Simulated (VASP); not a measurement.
Input of a VASP 6.6.1 run:

The input INCAR:

```
PREC     = Accurate       # precision mode
ENCUT    = 520            # plane-wave cutoff, eV
EDIFF    = 1E-6           # SCF threshold, eV
ISMEAR   = 0              # smearing method
SIGMA    = 0.1            # smearing width, eV
LREAL    = F              # projectors in reciprocal space
LASPH    = T              # aspherical terms in the spheres
NELM     = 100            # most SCF steps
ALGO     = Normal         # electronic algorithm
ISIF     = 2              # what is computed and relaxed
LWAVE    = F              # write WAVECAR
LCHARG   = T              # write CHGCAR
GGA      = PE             # functional
LELF     = T              # ELF
LVHAR    = T            
NBANDS   = 41             # bands
```

File KPOINTS:

```
regular mesh
0
Gamma
  8 8 8
```

Contents of POSCAR:

```
Bi4O
1.0
    5.1722010232      0.0000000000      0.0000000000
    0.0000000000      5.1722010232      0.0000000000
    0.0000000000      0.0000000000      5.1722010232
Bi O
4 1
Direct
    0.2637331889      0.2637331889      0.2637331889
    0.7362668111      0.7362668111      0.2637331889
    0.7362668111      0.2637331889      0.7362668111
    0.2637331889      0.7362668111      0.7362668111
    0.0000000000      0.0000000000      0.0000000000
```

Potentials or basis: VASP PAW PBE potentials, release 64 (Bi_d, O).

Run with:

```sh
$ cat potpaw_PBE.64/Bi_d/POTCAR potpaw_PBE.64/O/POTCAR > POTCAR
$ mpirun -np 1 vasp_std > vasp.out
```

(1) Estimate the band gap on the k mesh.

(2) Predict the largest force.

(3) Predict the pressure.

## Answers

(1) zero (band 33 reaches 9.90 eV, above the bottom of band 34 at 6.78 eV).

(2) 0.014 eV/Å.

(3) 0.0 GPa.

Caveat: spin-orbit coupling is left out, which moves the levels of the heavy elements.
